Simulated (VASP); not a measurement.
Runs of VASP 6.6.1 on Ru2Rh. It takes space group P6_3/mmc (No. 194, hexagonal). Conventional cell: a = 2.724 Å, b = 2.724 Å, c = 12.944 Å, α = 90.00°, β = 90.00°, γ = 120.00°. Ru (site symmetry 3m) has 9 Ru at 2.61 to 2.72 Å and 3 Rh at 2.70 Å within 3.4 Å. Within 3.6 Å of Rh (site symmetry -6m2) lie 6 Ru at 2.70 Å and 6 Rh at 2.72 Å. 

```csv
level,spin,k mesh,gap on the mesh (eV),pressure (GPa),largest force (eV/Å)
PBE,off,18 × 18 × 4,none,0.0,0.01
r2SCAN,off,18 × 18 × 4,none,(a),0.04
PBE,off,6 × 6 × 2,none,0.8,0.03
PBE,"collinear, ferromagnetic start",6 × 6 × 2,none,0.8,0.03
```

Alike in all rows: task single point; potentials or basis VASP PAW PBE potentials, release 64 (Ru_pv, Rh_pv); cell as given; cutoff (eV) 520; smearing gaussian 0.1 eV.

Fill in the values left out.

(a) -5.2.

Caveats: some runs use coarse meshes; the cell stands under tension (at least some runs); the PAW data sets were made with another functional, which shifts forces and pressure a little (at least some runs).

A k mesh can miss the band edges, and the runs leave out spin-orbit coupling on Rh, Ru.

A gap of «none» marks levels without a gap at the run's occupations.
